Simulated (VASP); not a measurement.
Wanted: the native input for a VASP 6.6.1 run.

- Task: electric field gradients
- Functional: LDA
- Potentials or basis: VASP PAW LDA potentials, release 64 (Ag)
- Cutoff: 520 eV
- k mesh: 14 × 14 × 4
- Occupations: fermi-dirac, width 0.08 eV
- Spin: no spin polarisation
- Dipole correction: no
- Further INCAR settings: ALGO = Normal; EDIFF = 1e-08; NBANDS = 30

The structure of Ag lies in POSCAR:

```
Ag
1.0
    2.9428054153      0.0000000000      0.0000000000
   -1.4714027076      2.5485442481      0.0000000000
    0.0000000000      0.0000000000     10.1961282242
Ag
4
Direct
    0.3333333333      0.6666666667      0.2500000000
    0.6666666667      0.3333333333      0.7500000000
    0.0000000000      0.0000000000      0.0000000000
    0.0000000000      0.0000000000      0.5000000000
```

This isn't the form of Ag at room conditions, which is fcc.

One way to write it, as run:

INCAR

```
PREC     = Accurate       # precision mode
ENCUT    = 520            # plane-wave cutoff, eV
EDIFF    = 1E-8           # SCF threshold, eV
ISMEAR   = -1             # smearing method
SIGMA    = 0.08           # smearing width, eV
LREAL    = False          # projectors in reciprocal space
LASPH    = True           # aspherical terms in the spheres
NELM     = 60             # most SCF steps
ALGO     = Normal         # electronic algorithm
ISIF     = 2              # what is computed and relaxed
LWAVE    = False          # write WAVECAR
LCHARG   = False          # write CHGCAR
GGA      = CA             # functional
LEFG     = True         
NBANDS   = 30             # bands
```

KPOINTS

```
regular mesh
0
Gamma
  14 14 4
```

Potentials or basis: VASP PAW LDA potentials, release 64 (Ag).

Command:

```bash
$ cat potpaw_LDA.64/Ag/POTCAR > POTCAR
$ mpirun -np 1 vasp_std > vasp.out
```

It gave:

The pressure is -14.2 GPa. The band gap on the k mesh is zero (bands 22 and 23 overlap by 5.87 eV) and the largest electric field gradient by atom is Ag +9.2, +8.6 (each value once) V/Å².

Caveat: the cell stands under tension; without QUAD_EFG the Cq values of the log hold for a quadrupole moment of 1 mb, not for the nuclei.

Run time: 67 s on 1 thread of AMD EPYC 9R45 (Zen 5), on a shared host, peak memory 0.22 GiB.
